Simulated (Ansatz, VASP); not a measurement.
# InSe in VASP and in Ansatz

The input INCAR:

```
  ALGO = Normal
  EDIFF = 1E-7
  ENCUT = 520
  GGA = PE
  ISIF = 2
  ISMEAR = 0
  LASPH = T
  LCHARG = T
  LELF = T
  LREAL = F
  LVHAR = T
  LWAVE = F
  NBANDS = 48
  NELM = 60
  PREC = Accurate
  SIGMA = 0.05
```

The input KPOINTS:

```
k-points
0
Gamma
  12 12 2
```

The input POSCAR:

```
InSe
1.0
    4.0896281733      0.0000000000      0.0000000000
   -2.0448140866      3.5417218901      0.0000000000
    0.0000000000      0.0000000000     18.4030146391
In Se
4 4
Direct
    0.3333333333      0.6666666667      0.1732335372
    0.6666666667      0.3333333333      0.6732335372
    0.3333333333      0.6666666667      0.3267664628
    0.6666666667      0.3333333333      0.8267664628
    0.3333333333      0.6666666667      0.6041695082
    0.6666666667      0.3333333333      0.1041695082
    0.3333333333      0.6666666667      0.8958304918
    0.6666666667      0.3333333333      0.3958304918
```

Input for Ansatz:

```yaml
crystal:
  lattice:
    - [4.0896281733, 0.0, 0.0]
    - [-2.0448140866, 3.5417218901, 0.0]
    - [0.0, 0.0, 18.4030146391]
  atoms:
    - { symbol: In, position: [0.3333333333, 0.6666666667, 0.1732335372] }
    - { symbol: In, position: [0.6666666667, 0.3333333333, 0.6732335372] }
    - { symbol: In, position: [0.3333333333, 0.6666666667, 0.3267664628] }
    - { symbol: In, position: [0.6666666667, 0.3333333333, 0.8267664628] }
    - { symbol: Se, position: [0.3333333333, 0.6666666667, 0.6041695082] }
    - { symbol: Se, position: [0.6666666667, 0.3333333333, 0.1041695082] }
    - { symbol: Se, position: [0.3333333333, 0.6666666667, 0.8958304918] }
    - { symbol: Se, position: [0.6666666667, 0.3333333333, 0.3958304918] }
basis:
  ecutwfc: 420
kpoints:
  mp_grid: { grid: [12, 12, 2] }
hamiltonian:
  xc: pbe
scf:
  occupations: { method: gaussian, width: 0.05 }
output:
  forces: true
  stress: true
  eigenvalues: true
```

Alike in both runs: task single point; functional PBE; k mesh 12 × 12 × 2; occupations gaussian, width 0.05 eV; no spin polarisation.

|  | VASP | Ansatz |
| --- | --- | --- |
| version | VASP 6.6.1 | Ansatz 0.2.0 |
| potentials or method | VASP PAW PBE potentials, release 64 (In_d, Se), cutoff 520 eV | scalar-relativistic, plane waves, PAW |
| valence electrons in the cell | 76 | 116 |

VASP gave:

| Item | Value |
| --- | --- |
| gap on the k mesh at the Fermi level (eV) | 0.69 |
| least direct gap on the mesh (eV) | 0.69 |
| pressure (GPa) | 0.0 |
| rms of the force components (eV/Å) | 0.009 |

**Question.** Which values does Ansatz return?

**Answer.** gap on the k mesh at the Fermi level (eV): 0.70; least direct gap on the mesh (eV): 0.70; pressure (GPa): 0.0; rms of the force components (eV/Å): 0.001.

Atom by atom the forces differ by 0.008 eV/Å (rms over components). With one functional, cell and mesh, what is left measures potentials, basis and numerics. VASP's potentials hold 76 valence electrons a cell and Ansatz's 116, so a difference there can come from the potentials and not from the codes.
